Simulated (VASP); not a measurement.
# Si4W2Cl in VASP: a series of runs

The runs below take Si4W2Cl through single point, with PBE.

All numbers are computed with VASP 6.6.1; they aren't measurements. Logs are shortened: lines on timing, memory, paths and dates and some standing lists are left out, and cuts for length are marked.

### Step 1. The cell of the first run

The cell holds a slab with vacuum, 7 atoms: a = 3.229 Å, b = 3.229 Å, c = 21.937 Å, α = 90.00°, β = 90.00°, γ = 90.00°.

### Step 2. Single point, PBE

File INCAR:

```
SYSTEM = Si4W2Cl
PREC = Accurate
ENCUT = 520
EDIFF = 1E-6
ISMEAR = 0
SIGMA = 0.1
LREAL = .FALSE.
LASPH = .TRUE.
NELM = 100
ALGO = Normal
ISIF = 2
LWAVE = .FALSE.
LCHARG = .FALSE.
LDIPOL = .TRUE.
IDIPOL = 3
DIPOL = 0.5 0.5 0.363
GGA = PE
NBANDS = 34
```

File KPOINTS:

```
regular mesh
0
G
  8 8 1
  0 0 0
```

File POSCAR:

```
Si4W2Cl
1.0
    3.2292919632      0.0000000000      0.0000000000
    0.0000000000      3.2292919632      0.0000000000
    0.0000000000      0.0000000000     21.9372962356
Si W Cl
4 2 1
Direct
    0.0000000000      0.0000000000      0.1823378760
    0.0000000000      0.0000000000      0.3009901015
    0.5000000000      0.5000000000      0.3590107492
    0.5000000000      0.5000000000      0.4757786066
    0.5000000000      0.5000000000      0.2416639887
    0.0000000000      0.0000000000      0.4178382292
    0.7500000000      0.7500000000      0.5607207205
```

Potentials or basis: VASP PAW PBE potentials, release 64 (Si, W_sv, Cl).

On the command line:

```
> cat potpaw_PBE.64/Si/POTCAR potpaw_PBE.64/W_sv/POTCAR potpaw_PBE.64/Cl/POTCAR > POTCAR
> mpirun -np 1 vasp_std > vasp.out
```

OUTCAR:

```text
SYSTEM = Si4W2Cl
   PREC = Accurate
   ENCUT = 520
   EDIFF = 1E-6
   ISMEAR = 0
   LREAL = .FALSE.
   LASPH = .TRUE.
   NELM = 100
   ISIF = 2
   GGA = PE

 ion  position               nearest neighbor table
   1  0.000  0.000  0.182-   2 2.60   5 2.63   5 2.63   5 2.63   5 2.63
   2  0.000  0.000  0.301-   6 2.56   1 2.60   3 2.61   3 2.61   3 2.61   3 2.61   5 2.63   5 2.63
                             5 2.63   5 2.63
   3  0.500  0.500  0.359-   4 2.56   5 2.57   2 2.61   2 2.61   2 2.61   2 2.61   6 2.62   6 2.62
                             6 2.62   6 2.62
   4  0.500  0.500  0.476-   7 2.19   3 2.56   6 2.61   6 2.61   6 2.61   6 2.61
   5  0.500  0.500  0.242-   3 2.57   1 2.63   1 2.63   1 2.63   1 2.63   2 2.63   2 2.63   2 2.63
                             2 2.63
   6  0.000  0.000  0.418-   2 2.56   4 2.61   4 2.61   4 2.61   4 2.61   3 2.62   3 2.62   3 2.62
                             3 2.62
   7  0.750  0.750  0.561-   4 2.19

  LATTYP: Found a simple tetragonal cell.
 ALAT       =     3.2292919632
 C/A-ratio  =     6.7932216986

  Lattice vectors:

 A1 = (   3.2292919632,   0.0000000000,   0.0000000000)
 A2 = (   0.0000000000,   3.2292919632,   0.0000000000)
 A3 = (   0.0000000000,   0.0000000000,  21.9372962356)

Analysis of symmetry for initial positions (statically):
=====================================================================
 Subroutine PRICEL returns:
 Original cell was already a primitive cell.

 Routine SETGRP: Setting up the symmetry group for a
 simple tetragonal supercell.

 Subroutine GETGRP returns: Found  2 space group operations
 (whereof  2 operations were pure point group operations)
 out of a pool of 16 trial point group operations.

The static configuration has the point symmetry C_1h.

Analysis of symmetry for dynamics (positions and initial velocities):
=====================================================================
 Subroutine PRICEL returns:
 Original cell was already a primitive cell.

 Routine SETGRP: Setting up the symmetry group for a
 simple tetragonal supercell.

 Subroutine GETGRP returns: Found  2 space group operations
 (whereof  2 operations were pure point group operations)
 out of a pool of 16 trial point group operations.

The dynamic configuration has the point symmetry C_1h.

 Subroutine INISYM returns: Found  2 space group operations
 (whereof  2 operations are pure point group operations),
 and found     1 'primitive' translations

----------------------------------------------------------------------------------------

                                     Primitive cell

  volume of cell :     228.7693

  direct lattice vectors                    reciprocal lattice vectors
     3.229291963  0.000000000  0.000000000     0.309665404  0.000000000  0.000000000
     0.000000000  3.229291963  0.000000000     0.000000000  0.309665404  0.000000000
     0.000000000  0.000000000 21.937296236     0.000000000  0.000000000  0.045584469

  length of vectors
     3.229291963  3.229291963 21.937296236     0.309665404  0.309665404  0.045584469

  position of ions in fractional coordinates (direct lattice)
     0.000000000  0.000000000  0.182337876
     0.000000000  0.000000000  0.300990101
     0.500000000  0.500000000  0.359010749
     0.500000000  0.500000000  0.475778607
     0.500000000  0.500000000  0.241663989
     0.000000000  0.000000000  0.417838229
     0.750000000  0.750000000  0.560720721

  ion indices of the primitive-cell ions
   primitive index   ion index
                 1           1
                 2           2
                 3           3
                 4           4
                 5           5
                 6           6
                 7           7

----------------------------------------------------------------------------------------

 KPOINTS: regular mesh

Automatic generation of k-mesh.
 Grid dimensions read from file:
 generate k-points for:    8    8    1

 Generating k-lattice:

  Cartesian coordinates                     Fractional coordinates (reciprocal lattice)
     0.038708175  0.000000000  0.000000000     0.125000000  0.000000000  0.000000000
     0.000000000  0.038708175  0.000000000     0.000000000  0.125000000  0.000000000
     0.000000000  0.000000000  0.045584469     0.000000000  0.000000000  1.000000000

  Length of vectors
     0.038708175  0.038708175  0.045584469

  Shift w.r.t. Gamma in fractional coordinates (k-lattice)
     0.000000000  0.000000000  0.000000000

 Subroutine IBZKPT returns following result:
 ===========================================

 Found     21 irreducible k-points:

 Following reciprocal coordinates:
            Coordinates               Weight
  0.000000  0.000000  0.000000      1.000000
  0.125000  0.000000  0.000000      4.000000
  0.250000  0.000000  0.000000      4.000000
  0.375000  0.000000  0.000000      4.000000
  0.500000  0.000000  0.000000      2.000000
  0.125000  0.125000  0.000000      2.000000
[... 13 lines left out ...]
  0.500000  0.375000  0.000000      4.000000
  0.500000  0.500000  0.000000      1.000000
   k-points           NKPTS =     21   k-points in BZ     NKDIM =     21   number of bands    NBANDS=     34
   number of dos      NEDOS =    301   number of ions     NIONS =      7
   total plane-waves  NPLWV =  96768
   dimension x,y,z NGX =    24 NGY =   24 NGZ =  168
   dimension x,y,z NGXF=    48 NGYF=   48 NGZF=  336
   ions per type =               4   2   1
   NGX,Y,Z   is equivalent  to a cutoff of  12.36, 12.36, 12.73 a.u.
   NGXF,Y,Z  is equivalent  to a cutoff of  24.71, 24.71, 25.46 a.u.
 SYSTEM =  Si4W2Cl
   PREC   = accura    normal or accurate (medium, high low for compatibility)
   ISTART =      0    job   : 0-new  1-cont  2-samecut
   ICHARG =      2    charge: 1-file 2-atom 10-const
   ISPIN  =      1    spin polarized calculation?
   LNONCOLLINEAR =      F non collinear calculations
   LSORBIT =      F    spin-orbit coupling
   LASPH  =      T    aspherical Exc in radial PAW
   ENCUT  =  520.0 eV  38.22 Ry    6.18 a.u.   6.00  6.00 40.79*2*pi/ulx,y,z
   NELM   =    100;   NELMIN=  2; NELMDL= -5     # of ELM steps
   EDIFF  = 0.1E-05   stopping-criterion for ELM
   LREAL  =      F    real-space projection
   EDIFFG = 0.1E-04   stopping-criterion for IOM
   NSW    =      0    number of steps for IOM
   IBRION =     -1    ionic relax: 0-MD 1-quasi-New 2-CG
   NFREE  =      0    steps in history (QN), initial steepest desc. (CG)
   ISIF   =      2    stress and relaxation
   ISYM   =      2    0-nonsym 1-usesym 2-fastsym
   POTIM  = 0.5000    time-step for ionic-motion
   TEBEG  =    0.0;   TEEND  =   0.0 temperature during run
   PSTRESS=    0.0 pullay stress
   NELECT =      51.0000    total number of electrons
   NUPDOWN=      -1.0000    fix difference up-down
   EMIN   =  10.00;   EMAX   =-10.00  energy-range for DOS
   EFERMI =   0.00;   METHOD = LEGACY
   ISMEAR =     0;   SIGMA  =   0.10  broadening in eV -4-tet -1-fermi 0-gaus
   EFERMI_NEDOS =   21; number of points for ismear=-14 and -15
   IALGO  =     38    algorithm
   IMIX   =      4    mixing-type and parameters
     AMIX     =   0.40;   BMIX     =  1.00
     AMIX_MAG =   1.60;   BMIX_MAG =  1.00
  volume/ion in A,a.u.               =      32.68       220.54
  Fermi-wavevector in a.u.,A,eV,Ry     =   0.992656  1.875849 13.406730  0.985367
  Thomas-Fermi vector in A             =   2.124484
   LORBIT       =      0    0 simple, 1 ext, 2 COOP (PROOUT), +10 PAW based schemes
   GGA     = PE    functional components
   LHFCALC =     F    Hartree Fock is set to
   AEXX    =    0.0000 exact exchange contribution
   IVDW    =     0    specifies the selected vdW correction
   LEPSILON=     F    determine dielectric tensor
   LRPA    =     F    only Hartree local field effects (RPA)
 non-spin polarized calculation
 Gauss-broadening in eV      SIGMA  =   0.10
  energy-cutoff  :      520.00
  volume of cell :      228.77
 maximum number of plane-waves:      6214
   NGX = 13   NGY = 13   NGZ = 81

 dipolmoment           0.000000      0.000000     -0.216642 electrons x Angstroem

 number of electron      51.0000000 magnetization

 dipolmoment           0.000000      0.000000      0.059722 electrons x Angstroem

 Free energy of the ion-electron system (eV)
  ---------------------------------------------------
  ext. energy  EPLUGINS =         0.00000000
  ---------------------------------------------------
  free energy    TOTEN  =       -49.72214897 eV

  energy without entropy =      -49.70115756  energy(sigma->0) =      -49.71165326

 E-fermi :   1.8549     XC(G=0):  -6.1269

 val. band max:        1.8440356385   @ k =   0.3750   0.0000   0.0000
 cond. band min:       1.8708292400   @ k =   0.3750   0.2500   0.0000
 fundamental gap:      0.0267936016
 Fermi energy:         1.8548847833

 k-point     1 :       0.0000    0.0000    0.0000
  band No.  band energies     occupation
      1     -72.0480      2.00000
      2     -71.8721      2.00000
      3     -36.3086      2.00000
      4     -36.2629      2.00000
      5     -36.2585      2.00000
      6     -36.1243      2.00000
[... 26 lines left out ...]
     33       5.8623      0.00000
     34       6.0983      0.00000

 k-point     2 :       0.1250    0.0000    0.0000
  band No.  band energies     occupation
      1     -72.0470      2.00000
      2     -71.8711      2.00000
      3     -36.3061      2.00000
      4     -36.2902      2.00000
      5     -36.2577      2.00000
      6     -36.1210      2.00000
[... 26 lines left out ...]
     33       6.1141      0.00000
     34       6.2252      0.00000
[... 664 lines left out ...]
     33       5.4698      0.00000
     34       5.8492      0.00000

 k-point    21 :       0.5000    0.5000    0.0000
  band No.  band energies     occupation
      1     -72.0343      2.00000
      2     -71.8584      2.00000
      3     -36.4383      2.00000
      4     -36.4330      2.00000
      5     -36.2636      2.00000
      6     -36.2598      2.00000
[... 26 lines left out ...]
     33       5.6958      0.00000
     34       6.0430      0.00000

------------------------ aborting loop because EDIFF is reached ----------------------------------------

 vacuum level on the upper side and lower side of the slab       (xc-potential included)         0.449        -0.519

  FORCE on cell =-STRESS in cart. coord.  units (eV):
  Direction    XX          YY          ZZ          XY          YZ          ZX
  --------------------------------------------------------------------------------------
  -------------------------------------------------------------------------------------
  Total       -0.1612938     -0.1612938      0.2586422     -0.6363304     -1.1264749     -1.1264746
  in kB       -1.1296152     -1.1296152      1.8113913     -4.4565169     -7.8892253     -7.8892238
  external PRESSURE =      -0.1492797 kB  Pullay stress =       0.0000000 kB

 VOLUME and BASIS-vectors are now :
 -----------------------------------------------------------------------------
  energy-cutoff  :      520.00
  volume of cell :      228.77
      direct lattice vectors                 reciprocal lattice vectors
     3.229291963  0.000000000  0.000000000     0.309665404  0.000000000  0.000000000
     0.000000000  3.229291963  0.000000000     0.000000000  0.309665404  0.000000000
     0.000000000  0.000000000 21.937296236     0.000000000  0.000000000  0.045584469

 POSITION                                       TOTAL-FORCE (eV/Angst)
 -----------------------------------------------------------------------------------
      0.00000      0.00000      4.00000        -0.011224     -0.011224      0.469102
      0.00000      0.00000      6.60291         0.019363      0.019363     -0.592530
      1.61465      1.61465      7.87573        -0.003129     -0.003129     -0.462181
      1.61465      1.61465     10.43730         0.336258      0.336258      0.579673
      1.61465      1.61465      5.30145         0.005243      0.005243      0.033581
      0.00000      0.00000      9.16624         0.146771      0.146771     -0.027912
      2.42197      2.42197     12.30070        -0.493283     -0.493283      0.000267
 -----------------------------------------------------------------------------------
    total drift:                               -0.000067     -0.000067     -0.000087

  FREE ENERGIE OF THE ION-ELECTRON SYSTEM (eV)
  ---------------------------------------------------
  free  energy   TOTEN  =       -49.7221489654 eV

  energy  without entropy=      -49.7011575586  energy(sigma->0) =      -49.71165326

 vacuum level on the upper side and lower side of the slab         7.260         6.243
```

It took 3.9 min on 1 thread of Intel Xeon Platinum 8259CL at 2.50GHz (Skylake/Cascade Lake), shared host; peak memory 0.38 GiB.

What came out:

| Quantity | Value |
| --- | --- |
| Free energy | -49.7221 eV |
| Largest force | 0.750 eV/Å |

Forces on the atoms (eV/Å):
```
Si  -0.011 -0.011  0.469
Si   0.019  0.019 -0.593
Si  -0.003 -0.003 -0.462
Si   0.336  0.336  0.580
W    0.005  0.005  0.034
W    0.147  0.147 -0.028
Cl  -0.493 -0.493  0.000
```

Levels at points of the mesh, in eV from the Fermi level:
```csv
k point,band 22,band 23,band 24,band 25,band 26,band 27,band 28,band 29,band 30,band 31
"(0.00, 0.00, 0.00)",-1.83,-0.70,-0.61,0.66,0.70,0.83,0.94,0.94,2.38,2.51
"(0.50, 0.00, 0.00)",-1.96,-1.94,-0.92,-0.30,-0.25,-0.12,2.09,2.68,2.87,3.92
"(0.50, 0.50, 0.00)",-2.92,-2.08,-1.96,-1.94,-0.64,1.14,1.37,2.94,3.12,3.44
```

Caveat: spin-orbit coupling is left out, which moves the levels of the heavy elements; an odd number of electrons without spin polarisation forces a metal; a magnetic or distorted state may lie lower.

### Step 3. Single point, PBE

File INCAR:

```
SYSTEM = Si4W2Cl
PREC = Accurate
ENCUT = 520
EDIFF = 1E-6
ISMEAR = 0
SIGMA = 0.1
LREAL = .False.
LASPH = .True.
NELM = 100
ALGO = Normal
ISIF = 2
LWAVE = .False.
LCHARG = .True.
LDIPOL = .True.
IDIPOL = 3
DIPOL = 0.5 0.5 0.364
GGA = PE
LELF = .True.
LVHAR = .True.
LVACPOTAV = .True.
NBANDS = 34
```

File KPOINTS:

```
regular mesh
0
Gamma
  8 8 1
  0 0 0
```

POSCAR: that of step 2 with these lines changed.

```diff
@@ -14,2 +14,2 @@
     0.0000000000      0.0000000000      0.4178382292
-    0.7500000000      0.7500000000      0.5607207205
+    0.6250000000      0.6250000000      0.5670966161
```

Potentials or basis: VASP PAW PBE potentials, release 64 (Si, W_sv, Cl).

On the command line:

```
> cat potpaw_PBE.64/Si/POTCAR potpaw_PBE.64/W_sv/POTCAR potpaw_PBE.64/Cl/POTCAR > POTCAR
> mpirun -np 1 vasp_std > vasp.out
```

Wall time 3.9 min (1 thread of Intel Xeon Platinum 8259CL at 2.50GHz (Skylake/Cascade Lake), shared host); peak memory 0.39 GiB.

The run converged. Its results:

```
Free energy   : -50.0898 eV
Largest force : 0.635 eV/Å
```

Forces in eV/Å, atoms in the order of the input:
```
Si   0.000  0.000  0.434
Si   0.010  0.010 -0.546
Si   0.003  0.003 -0.329
Si   0.151  0.151  0.599
W   -0.007 -0.007  0.001
W    0.193  0.193 -0.146
Cl  -0.350 -0.350 -0.013
```

Levels at points of the mesh, in eV from the Fermi level:
| k point | band 22 | band 23 | band 24 | band 25 | band 26 | band 27 | band 28 | band 29 |
| --- | --- | --- | --- | --- | --- | --- | --- | --- |
| (0.00, 0.00, 0.00) | -1.93 | -0.61 | -0.59 | 0.71 | 0.73 | 0.91 | 0.93 | 0.95 |
| (0.50, 0.00, 0.00) | -1.96 | -1.75 | -1.34 | -0.29 | -0.25 | -0.14 | 2.54 | 2.71 |
| (0.50, 0.50, 0.00) | -2.93 | -2.12 | -1.96 | -1.96 | -0.37 | 0.91 | 1.80 | 2.98 |

Caveat: spin-orbit coupling is left out, which moves the levels of the heavy elements; an odd number of electrons without spin polarisation forces a metal; a magnetic or distorted state may lie lower.

### Step 4. Single point, PBE

File INCAR:

```
ALGO = Normal
DIPOL = 0.5 0.5 0.362
EDIFF = 1E-7
ENCUT = 520
GGA = PE
IDIPOL = 3
ISIF = 2
ISMEAR = 0
LASPH = True
LCHARG = False
LDIPOL = True
LREAL = False
LWAVE = False
NBANDS = 34
NELM = 100
PREC = Accurate
SIGMA = 0.1
```

File KPOINTS:

```
k-points
0
Gamma
  8 8 1
```

POSCAR: that of step 3 with these lines changed.

```diff
@@ -14,2 +14,2 @@
     0.0000000000      0.0000000000      0.4178382292
-    0.6250000000      0.6250000000      0.5670966161
+    0.8750000000      0.8750000000      0.5529096062
```

On the command line:

```
> cat potpaw_PBE.64/Si/POTCAR potpaw_PBE.64/W_sv/POTCAR potpaw_PBE.64/Cl/POTCAR > POTCAR
> mpirun -np 1 vasp_std > vasp.out
```

Run time: 3.9 min. Hardware: 1 thread of Intel Xeon Platinum 8259CL at 2.50GHz (Skylake/Cascade Lake), shared host; peak memory 0.38 GiB.

The run converged. Its results:

```
Free energy   : -49.3840 eV
Largest force : 0.525 eV/Å
```

Forces on the atoms (eV/Å):
```
Si  -0.021 -0.021  0.468
Si   0.024  0.024 -0.524
Si  -0.026 -0.026 -0.433
Si   0.215  0.215  0.271
W    0.012  0.012  0.026
W    0.092  0.092  0.218
Cl  -0.296 -0.296 -0.026
```

Levels at points of the mesh, in eV from the Fermi level:
```
           k point  band 22  band 23  band 24  band 25  band 26  band 27  band 28  band 29  band 30  band 31
(0.00, 0.00, 0.00)    -1.57    -0.63    -0.58     0.63     0.70     0.89     0.95     0.98     2.03     2.55
(0.50, 0.00, 0.00)    -2.18    -1.94    -0.40    -0.29    -0.11     0.06     1.56     2.67     2.87     3.88
(0.50, 0.50, 0.00)    -2.82    -2.04    -1.98    -1.90    -1.40     0.91     1.69     2.95     3.14     3.50
```

Caveat: spin-orbit coupling is left out, which moves the levels of the heavy elements; an odd number of electrons without spin polarisation forces a metal; a magnetic or distorted state may lie lower.
